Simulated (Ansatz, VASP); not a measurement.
## TaN: VASP beside Ansatz

```
Ta N
1.0
     0.00000    2.49114    2.49114
     2.49114    0.00000    2.49114
     2.49114    2.49114    0.00000
Ta N
1 1
Direct
  0.00000 0.00000 0.00000
  0.25000 0.25000 0.25000
```

Alike in both runs: task single point; functional r2SCAN; k mesh 7 × 7 × 7; occupations gaussian, width 0.05 eV; collinear spin; Hubbard terms Ta d U = 4.0 eV, J = 0.9 eV.

```csv
,VASP,Ansatz
version,VASP 6.6.1,Ansatz 0.2.0
potentials or method,"VASP PAW PBE potentials, release 64 (Ta_sv_GW, N), cutoff 660 eV","scalar-relativistic, plane waves, PAW"
valence electrons in the cell,18,18
```

```csv
,VASP,Ansatz,Ansatz less VASP
gap on the k mesh at the Fermi level (eV),none,none,-
pressure (GPa),-24.8,-27.2,-2.46
net moment per atom (μB),0.00,0.00,0.000
```

VASP's potentials were made for PBE, not for r2SCAN. The programs project onto different local orbitals, so the same U acts differently, and such runs can settle in different states. A gap of «none» marks a metal or a gap that the smearing closes. Ansatz's warnings: filled band counts differ across k points, lower free energy seen, seeded moment not kept, specified occupation not kept, stability check not made, symmetry narrowed by occupation matrices.

Neither program's run includes spin-orbit coupling.
